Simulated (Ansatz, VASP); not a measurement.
Ge: VASP beside Ansatz

File INCAR:

```
SYSTEM = Ge
PREC = Accurate ; ENCUT = 520
EDIFF = 1E-6 ; ISMEAR = -1
SIGMA = 0.05 ; LREAL = .FALSE.
LASPH = .TRUE. ; NELM = 80
ALGO = Normal ; ISIF = 2
LWAVE = .FALSE. ; LCHARG = .TRUE.
LELF = .TRUE. ; LVHAR = .TRUE.
NBANDS = 21
```

File KPOINTS:

```
regular mesh
0
G
  10 10 10
  0 0 0
```

POSCAR

```
Ge
1.0
    0.0000000000      2.8287700000      2.8570577000
    2.8287700000      0.0000000000      2.8570577000
    2.8287700000      2.8287700000      0.0000000000
Ge
2
Direct
    0.5000000000      0.5000000000      0.5000000000
    0.7500000000      0.7500000000      0.7500000000
```

Input for Ansatz:

```yaml
crystal:
  lattice:
    - [0.0, 2.82877, 2.8570577]
    - [2.82877, 0.0, 2.8570577]
    - [2.82877, 2.82877, 0.0]
  atoms:
    - { symbol: Ge, position: [0.5, 0.5, 0.5] }
    - { symbol: Ge, position: [0.75, 0.75, 0.75] }
kpoints:
  mp_grid: { grid: [10, 10, 10] }
  band_path:
    path:
      - [0.0, 0.0, 0.0]
      - [0.0, 0.5, 0.5]
      - [0.25, 0.75, 0.5]
      - [0.0, 0.5, 0.0]
      - [0.0, 0.0, 0.0]
      - [0.5, 0.5, 0.0]
      - [0.3725370062, 0.6274629938, 0.0]
      - [-0.3725370062, 0.3725370062, 0.0]
      - [0.0, 0.0, 0.0]
    npoints: 5
scf:
  occupations: { method: fermi_dirac, width: 0.05 }
hamiltonian:
  xc: lda
  pseudopotentials: { kind: all_electron, lapw: { basis_error: 0.00025 } }
output:
  forces: true
  stress: true
  eigenvalues: true
```

Change from the starting cell: zz strain of +1 %.

Alike in both runs: task single point; functional LDA; k mesh 10 × 10 × 10; occupations fermi-dirac, width 0.05 eV; no spin polarisation.

```csv
,VASP,Ansatz
version,VASP 6.6.1,Ansatz 0.2.0
potentials or method,"VASP PAW LDA potentials, release 64 (Ge_d), cutoff 520 eV","all-electron LAPW, scalar-relativistic"
```

Ansatz gave:

| Quantity | Value |
| --- | --- |
| pressure (GPa) | -1.9 |
| traceless stress, the component that is largest in VASP (GPa) | -0.48 |

Q: Estimate VASP's values.

A: Pressure (GPa): -1.7; traceless stress, the component that is largest in VASP (GPa): -0.48.

LDA's correlation is that of Perdew and Zunger in VASP and of Perdew and Wang (1992) in Ansatz. Ansatz ran all-electron here, and VASP with PAW potentials.
